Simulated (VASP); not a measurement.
SiF, 2 atoms in the cell. Symmetry: R-3m, No. 166, trigonal system. Conventional cell: a = 2.605 Å, b = 2.605 Å, c = 11.672 Å, α = 90.00°, β = 90.00°, γ = 120.00°. Within 3.2 Å of Si (site symmetry -3m) lie 6 F at 2.46 Å and 6 Si at 2.61 Å. Within 3.2 Å of F (site symmetry -3m) lie 6 Si at 2.46 Å and 6 F at 2.61 Å. 

```yaml
Program: VASP 6.6.1
Task: single point
Functional: r2SCAN
Potentials_or_basis: VASP PAW PBE potentials, release 64 (Si, F)
Cutoff: 520 eV
k_mesh: 12 × 12 × 12
Occupations: fermi-dirac, width 0.05 eV
Spin: no spin polarisation
Dipole_correction: no
Further_INCAR_settings: ALGO = Normal; EDIFF = 1e-06; NBANDS = 12
```

Potentials or basis: VASP PAW PBE potentials, release 64 (Si, F).

Launch:

```bash
$ cat potpaw_PBE.64/Si/POTCAR potpaw_PBE.64/F/POTCAR > POTCAR
$ cp INCAR.step1 INCAR
$ mpirun -np 1 vasp_std > vasp.out
$ cp INCAR.step2 INCAR
$ mpirun -np 1 vasp_std > vasp.out
```

Hardware: 1 thread of AMD EPYC 9R45 (Zen 5), with other jobs on the host.

Task: How long does it take, and how much memory?

Result: Wall time 6.2 min on 1 thread of AMD EPYC 9R45 (Zen 5), with other jobs on the host, peak memory 0.17 GiB. Counts: k points 189.
